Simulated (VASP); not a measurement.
Wanted: the native input for a VASP 6.6.1 run.

```yaml
Task: single point
Functional: PBEsol
Potentials_or_basis: VASP PAW PBE potentials, release 64 (W_sv, S)
Cutoff: 520 eV
k_mesh: 12 × 12 × 2
Occupations: gaussian, width 0.05 eV
Spin: no spin polarisation
Dipole_correction: no
Further_INCAR_settings: ALGO = Normal; EDIFF = 1e-07; NBANDS = 20
```

The structure of WS2 lies in POSCAR:

```
WS2
1.0
    3.1457762248      0.0000000000      0.0000000000
   -1.5728881124      2.7243221253      0.0000000000
    0.0000000000      0.0000000000     17.8010921388
W S
1 2
Direct
    0.3333333333      0.6666666667      0.0000000000
    0.6666666667      0.3333333333      0.9075761491
    0.6666666667      0.3333333333      0.0924238509
```

This cell differs from its parent crystal: strain +0.000 along x and y, +0.050 along z.

One way to write it, as run:

INCAR

```
SYSTEM = WS2
  ALGO = Normal
  EDIFF = 1E-7
  ENCUT = 520
  GGA = PS
  ISIF = 2
  ISMEAR = 0
  LASPH = .True.
  LCHARG = .False.
  LREAL = .False.
  LWAVE = .False.
  NBANDS = 20
  NELM = 60
  PREC = Accurate
  SIGMA = 0.05
```

KPOINTS

```
k-points
0
Gamma
  12 12 2
  0 0 0
```

Potentials or basis: VASP PAW PBE potentials, release 64 (W_sv, S).

Launch:

```sh
$ cat potpaw_PBE.64/W_sv/POTCAR potpaw_PBE.64/S/POTCAR > POTCAR
$ mpirun -np 1 vasp_std > vasp.out
```

It gave:

| Property | Result |
| --- | --- |
| Largest force | 1.425 eV/Å |
| Band gap on the k mesh | 1.71 eV, indirect (least direct gap 2.13 eV) |

Caveat: the cell differs from its parent crystal (strain +0.000 along x and y, +0.050 along z); the PAW data sets were made with another functional, which shifts forces and pressure a little; spin-orbit coupling is left out, which moves the levels of the heavy elements.

It took 2.2 min on 1 thread of Intel(R) Xeon(R) Platinum 8488C (Sapphire Rapids), on a shared host, peak memory 0.32 GiB.
